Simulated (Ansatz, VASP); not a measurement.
# One calculation of Ir, two programs

The input POSCAR:

```
Ir
1.0
    4.4057909224      0.0000000000      0.0000000000
   -2.2028954612      3.8155268626      0.0000000000
    0.0000000000      0.0000000000      2.7210391033
Ir
3
Direct
    1.0000000000      1.0000000000      0.0000000000
    0.3333333333      0.6666666667      0.5000000000
    0.6666666667      0.3333333333      0.5000000000
```

The input INCAR.step1:

```
SYSTEM = Ir
PREC = Accurate
ENCUT = 520
ISMEAR = -1
SIGMA = 0.1
LREAL = .False.
LASPH = .True.
NELM = 80
NBANDS = 20
GGA = PE
ALGO = Normal
EDIFF = 1E-4
LWAVE = .True.
LCHARG = .False.
```

INCAR.step2

```
SYSTEM = Ir
PREC = Accurate
ENCUT = 520
EDIFF = 1E-7
ISMEAR = -1
SIGMA = 0.1
LREAL = .False.
LASPH = .True.
NELM = 80
ALGO = Normal
ISIF = 2
LWAVE = .False.
LCHARG = .True.
METAGGA = R2SCAN
LMIXTAU = .True.
LELF = .True.
LVHAR = .True.
NBANDS = 20
ISTART = 1
```

KPOINTS

```
regular mesh
0
Gamma
  10 10 13
  0 0 0
```

Input for Ansatz:

```yaml
crystal:
  lattice:
    - [4.4057909224, 0.0, 0.0]
    - [-2.2028954612, 3.8155268626, 0.0]
    - [0.0, 0.0, 2.7210391033]
  atoms:
    - { symbol: Ir, position: [1.0, 1.0, 0.0] }
    - { symbol: Ir, position: [0.3333333333, 0.6666666667, 0.5] }
    - { symbol: Ir, position: [0.6666666667, 0.3333333333, 0.5] }
hamiltonian:
  xc: r2scan
  pseudopotentials:
    kind: paw
    azcp:
      Ir: "pseudopotentials/Ir.paw.azcp"
basis:
  ecutwfc: 500
  fft_grid_basis: typed
kpoints:
  mp_grid: { grid: [10, 10, 13], shift: [0, 0, 0] }
magnetization:
  spin_polarized: false
scf:
  occupations: { method: fermi_dirac, width: 0.1 }
  lower_state_search: "off"
output:
  stress: true
```

Alike in both runs: task single point; functional r2SCAN; k mesh 10 × 10 × 13; occupations fermi-dirac, width 0.1 eV; no spin polarisation.

|  | VASP | Ansatz |
| --- | --- | --- |
| version | VASP 6.6.1 | Ansatz 0.2.0 |
| potentials or method | VASP PAW PBE potentials, release 64 (Ir), cutoff 520 eV | plane waves (500 eV) with PAW, scalar-relativistic |
| valence electrons in the cell | 27 | 51 |

|  | VASP | Ansatz | Ansatz less VASP |
| --- | --- | --- | --- |
| pressure (GPa) | -10.5 | -12.4 | -1.89 |
| traceless stress, the component that is largest in VASP (GPa) | 0.04 | 0.31 | +0.272 |

VASP's potentials were made for PBE, not for r2SCAN. With one functional, cell and mesh, what is left measures potentials, basis and numerics. VASP's potentials hold 27 valence electrons a cell and Ansatz's 51, so a difference there can come from the potentials and not from the codes.

Neither program's run includes spin-orbit coupling.
